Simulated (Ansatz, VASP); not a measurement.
# One calculation of W, two programs

```
CELL_PARAMETERS angstrom
2.75702 0.00000 0.00000
-0.91901 2.59934 0.00000
0.00000 0.00000 25.00440
ATOMIC_POSITIONS crystal
W 0.00000 0.00000 0.32285
W 0.50000 0.50000 0.40970
W 0.00000 0.00000 0.50000
W 0.50000 0.50000 0.59030
W 0.00000 0.00000 0.67715
```

Alike in both runs: functional PBE; k mesh 13 × 13 × 1; occupations fermi-dirac, width 0.1 eV; no spin polarisation.

Ansatz relaxed the structure, and its values are those at the end. VASP's run is a single point on that final structure, the one shown.

|  | VASP | Ansatz |
| --- | --- | --- |
| version | VASP 6.6.1 | Ansatz 0.2.0 |
| potentials or method | VASP PAW PBE potentials, release 64 (W_sv) | PAW with Ansatz's default frozen-core files, scalar-relativistic |
| plane-wave cutoff (eV) | 520 | 420 |
| valence electrons in the cell | 70 | 70 |

Ansatz gave:

| Property | Result |
| --- | --- |
| rms of the force components (eV/Å) | 0.000 |

Task: What did VASP give for the same quantities?

Result: rms of the force components (eV/Å): 0.012.

Ansatz's warnings: stress scf threshold loose.

Neither program's run includes spin-orbit coupling.
